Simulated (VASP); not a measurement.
# Hg (R-3m) in VASP: a series of runs, part 2 of 2

VASP 6.6.1. The steps go on from the part before.

### Step 4. Single point, PBE (strain -0.080 along x and y, -0.080 along z)

INCAR

```
SYSTEM = Hg
PREC     = Accurate       ! precision mode
ENCUT    = 520            ! plane-wave cutoff, eV
EDIFF    = 1E-6           ! SCF threshold, eV
ISMEAR   = 0              ! smearing method
SIGMA    = 0.15           ! smearing width, eV
LREAL    = .False.        ! projectors in reciprocal space
LASPH    = .True.         ! aspherical terms in the spheres
NELM     = 60             ! most SCF steps
ALGO     = Normal         ! electronic algorithm
ISIF     = 2              ! what is computed and relaxed
LWAVE    = .False.        ! write WAVECAR
LCHARG   = .False.        ! write CHGCAR
GGA      = PE             ! functional
NBANDS   = 12             ! bands
```

KPOINTS

```
Automatic mesh
0
Gamma
  18 18 18
  0 0 0
```

POSCAR

```
Hg
1.0
    1.5916004189      0.9189109303      2.0552800000
   -1.5916004189      0.9189109303      2.0552800000
    0.0000000000     -1.8378218605      2.0552800000
Hg
1
Direct
    0.0000000000      0.0000000000      0.0000000000
```

Potentials or basis: VASP PAW PBE potentials, release 64 (Hg).

Command:

```console
cat potpaw_PBE.64/Hg/POTCAR > POTCAR
mpirun -np 1 vasp_std > vasp.out
```

OUTCAR:

```text
SYSTEM = Hg
   PREC = Accurate
   ENCUT = 520
   EDIFF = 1E-6
   ISMEAR = 0
   LREAL = .False.
   LASPH = .True.
   NELM = 60
   ISIF = 2
   GGA = PE

 ion  position               nearest neighbor table
   1  0.000  0.000  0.000-

  LATTYP: Found a trigonal (rhomboedric) cell.
 ALAT       =     2.7571298609
 COS(alpha) =     0.3335253404

  Lattice vectors:

 A1 = (   1.5916004189,   0.9189109303,   2.0552800000)
 A2 = (  -1.5916004189,   0.9189109303,   2.0552800000)
 A3 = (   0.0000000000,  -1.8378218605,   2.0552800000)

Analysis of symmetry for initial positions (statically):
=====================================================================
 Subroutine PRICEL returns:
 Original cell was already a primitive cell.

 Routine SETGRP: Setting up the symmetry group for a
 trigonal (rhombohedral) supercell.

 Subroutine GETGRP returns: Found 12 space group operations
 (whereof 12 operations were pure point group operations)
 out of a pool of 12 trial point group operations.

The static configuration has the point symmetry D_3d.

Analysis of symmetry for dynamics (positions and initial velocities):
[... 159 lines left out ...]

 val. band max:        5.5602774239   @ k =  -0.2222   0.5000   0.0556
 cond. band min:       5.5741825417   @ k =  -0.3889   0.2222   0.2222
 fundamental gap:      0.0139051177
 Fermi energy:         5.5615503826

 k-point     1 :       0.0000    0.0000    0.0000
  band No.  band energies     occupation
      1      -6.3442      2.00000
      2      -3.8022      2.00000
      3      -3.8022      2.00000
      4      -1.7276      2.00000
      5      -1.4191      2.00000
      6      -1.4191      2.00000
      7      18.2532      0.00000
      8      19.8856      0.00000
      9      19.8856      0.00000
     10      25.3287      0.00000
     11      27.0979      0.00000
     12      27.0979      0.00000
[... 331 lines left out ...]
 k-point    24 :      -0.2222    0.0556    0.0000
  band No.  band energies     occupation
      1      -5.0807      2.00000
      2      -3.7183      2.00000
      3      -3.1128      2.00000
      4      -1.6806      2.00000
      5      -1.5639      2.00000
      6      -1.3005      2.00000
      7      12.4188      0.00000
      8      18.2363      0.00000
      9      20.7217      0.00000
     10      24.5769      0.00000
     11      26.7203      0.00000
     12      27.6938      0.00000

 [... further k-points ...]
[... 5 lines left out ...]
  --------------------------------------------------------------------------------------
  -------------------------------------------------------------------------------------
  Total        4.0245580      4.0245580      5.4794740      0.0000000      0.0000000      0.0000000
  in kB      357.5189446    357.5189446    486.7654532      0.0000000      0.0000000      0.0000000
  external PRESSURE =     400.6011141 kB  Pullay stress =       0.0000000 kB

 VOLUME and BASIS-vectors are now :
 -----------------------------------------------------------------------------
  energy-cutoff  :      520.00
  volume of cell :       18.04
      direct lattice vectors                 reciprocal lattice vectors
     1.591600419  0.918910930  2.055280000     0.314149201  0.181374126  0.162183904
    -1.591600419  0.918910930  2.055280000    -0.314149201  0.181374126  0.162183904
     0.000000000 -1.837821861  2.055280000     0.000000000 -0.362748252  0.162183904

 POSITION                                       TOTAL-FORCE (eV/Angst)
 -----------------------------------------------------------------------------------
      0.00000      0.00000      0.00000         0.000000      0.000000      0.000000
 -----------------------------------------------------------------------------------
    total drift:                                0.000000     -0.000000      0.000000

  FREE ENERGIE OF THE ION-ELECTRON SYSTEM (eV)
  ---------------------------------------------------
  free  energy   TOTEN  =         0.5342668895 eV

  energy  without entropy=        0.5372012961  energy(sigma->0) =        0.53573409
```

OSZICAR:

```text
N       E                     dE             d eps       ncg     rms          rms(c)
DAV:   1     0.762680372768E+02    0.76268E+02   -0.68923E+03 14660   0.101E+03
DAV:   2     0.161673214204E+01   -0.74651E+02   -0.70624E+02 15268   0.242E+02
DAV:   3     0.470755928105E+00   -0.11460E+01   -0.11453E+01 16600   0.330E+01
DAV:   4     0.469730370501E+00   -0.10256E-02   -0.10255E-02 15472   0.102E+00
DAV:   5     0.469729267008E+00   -0.11035E-05   -0.11035E-05 16524   0.320E-02    0.969E+00
DAV:   6     0.523900237600E+00    0.54171E-01   -0.10052E-01 16276   0.387E+00    0.627E+00
DAV:   7     0.533325133547E+00    0.94249E-02   -0.31456E-02 16568   0.199E+00    0.124E+00
DAV:   8     0.534285600798E+00    0.96047E-03   -0.44295E-03 14804   0.901E-01    0.844E-02
DAV:   9     0.534275950374E+00   -0.96504E-05   -0.15458E-05 16472   0.440E-02    0.117E-02
DAV:  10     0.534267111034E+00   -0.88393E-05   -0.57749E-06 14896   0.256E-02    0.507E-03
DAV:  11     0.534266889498E+00   -0.22154E-06   -0.87174E-08  8060   0.306E-03
   1 F= 0.53426689E+00 E0= 0.53573409E+00  d E =-.293441E-02
```

stdout:

```text
POSCAR found type information on POSCAR Hg
 POSCAR found :  1 types and       1 ions
 scaLAPACK will be used
 LDA part: xc-table for (Slater+PW92), standard interpolation
 POSCAR, INCAR and KPOINTS ok, starting setup
 FFT: planning ... GRIDC
 FFT: planning ... GRID_SOFT
 FFT: planning ... GRID
 WAVECAR not read
 entering main loop
```

Wall time 58 s (1 thread of Intel Xeon 8259CL, shared host); peak memory 0.24 GiB.

What came out:

| Property | Result |
| --- | --- |
| Free energy | 0.5343 eV |
| Pressure | 40.1 GPa |
| Band gap on the k mesh | zero (bands 6 and 7 overlap by 3.89 eV) |

Levels at points of the mesh, in eV from the Fermi level:
```csv
k point,band 4,band 5,band 6,band 7,band 8,band 9
"(0.00, 0.00, 0.00)",-7.29,-6.98,-6.98,12.69,14.32,14.32
"(0.50, 0.00, 0.00)",-7.06,-6.46,-3.59,-1.71,13.22,14.34
"(0.50, 0.50, 0.00)",-6.52,-5.68,-1.16,2.04,4.84,11.01
"(0.50, 0.50, 0.50)",-5.85,-5.85,-1.17,2.49,10.93,10.93
```

Caveat: the cell differs from its parent crystal (strain -0.080 along x and y, -0.080 along z); the stress differs along the axes, from 36 to 49 GPa; spin-orbit coupling is left out, which moves the levels of the heavy elements.

### Step 5. Single point, PBE (strain +0.080 along x and y, +0.080 along z)

INCAR

```
SYSTEM = Hg
ALGO     = Fast           ! electronic algorithm
EDIFF    = 1E-6           ! SCF threshold, eV
ENCUT    = 520            ! plane-wave cutoff, eV
GGA      = PE             ! functional
ISIF     = 2              ! what is computed and relaxed
ISMEAR   = 0              ! smearing method
LASPH    = .True.         ! aspherical terms in the spheres
LCHARG   = .True.         ! write CHGCAR
LELF     = .True.         ! ELF
LREAL    = .False.        ! projectors in reciprocal space
LVHAR    = .True.       
LWAVE    = .False.        ! write WAVECAR
NBANDS   = 12             ! bands
NELM     = 80             ! most SCF steps
PREC     = Accurate       ! precision mode
SIGMA    = 0.15           ! smearing width, eV
```

KPOINTS

```
k-points
0
Gamma
  18 18 18
  0 0 0
```

POSCAR

```
Hg
1.0
    1.8684004917      1.0787215269      2.4127200000
   -1.8684004917      1.0787215269      2.4127200000
    0.0000000000     -2.1574430537      2.4127200000
Hg
1
Direct
    0.0000000000      0.0000000000      0.0000000000
```

Command:

```console
cat potpaw_PBE.64/Hg/POTCAR > POTCAR
mpirun -np 1 vasp_std > vasp.out
```

Run time: 64 s. Hardware: 1 thread of Intel Xeon 8259CL, shared host; peak memory 0.3 GiB.

It converged, with:

```
Free energy            : -0.1589 eV
Pressure               : 0.0 GPa
Band gap on the k mesh : zero (bands 6 and 7 overlap by 1.45 eV)
```

Stress tensor (GPa, compression positive):
```
 0.12  0.00  0.00
 0.00  0.12  0.00
 0.00  0.00 -0.24
```

Levels at points of the mesh, in eV from the Fermi level:
| k point | band 2 | band 3 | band 4 | band 5 | band 6 | band 7 | band 8 | band 9 | band 10 | band 11 |
| --- | --- | --- | --- | --- | --- | --- | --- | --- | --- | --- |
| (0.00, 0.00, 0.00) | -6.82 | -6.82 | -5.97 | -5.89 | -5.89 | 11.09 | 11.09 | 11.49 | 14.87 | 16.09 |
| (0.50, 0.00, 0.00) | -6.83 | -5.99 | -5.93 | -5.66 | -2.45 | -0.96 | 11.10 | 11.34 | 15.27 | 15.67 |
| (0.50, 0.50, 0.00) | -6.95 | -5.84 | -5.70 | -5.37 | -0.08 | 0.53 | 4.56 | 8.93 | 9.06 | 13.53 |
| (0.50, 0.50, 0.50) | -6.55 | -6.55 | -5.43 | -5.43 | 0.42 | 0.47 | 8.20 | 8.20 | 10.88 | 12.51 |

Caveat: the cell differs from its parent crystal (strain +0.080 along x and y, +0.080 along z); spin-orbit coupling is left out, which moves the levels of the heavy elements.

### Step 6. The runs side by side

```csv
cell,gap on the mesh (eV),pressure (GPa)
"a = 3.132 Å, angles 67.0°, 1 atom",none,2.5
"a = 3.106 Å, angles 74.0°, 1 atom",none,1.1
"a = 2.757 Å, angles 70.5°, 1 atom",none,40.1
"a = 3.237 Å, angles 70.5°, 1 atom",none,0.0
```

Alike in all rows: task single point; level PBE; potentials or basis VASP PAW PBE potentials, release 64 (Hg); no spin polarisation; k mesh 18 × 18 × 18; cutoff (eV) 520; smearing gaussian 0.15 eV.

Caveats: spin-orbit coupling is left out, which moves the levels of the heavy elements; the stress differs along the axes, from 36 to 49 GPa (at least some runs).

Absolute energies hang on the potentials; compare differences alone.

The gap in the log of VASP goes by the Fermi energy; the results here count the filled bands.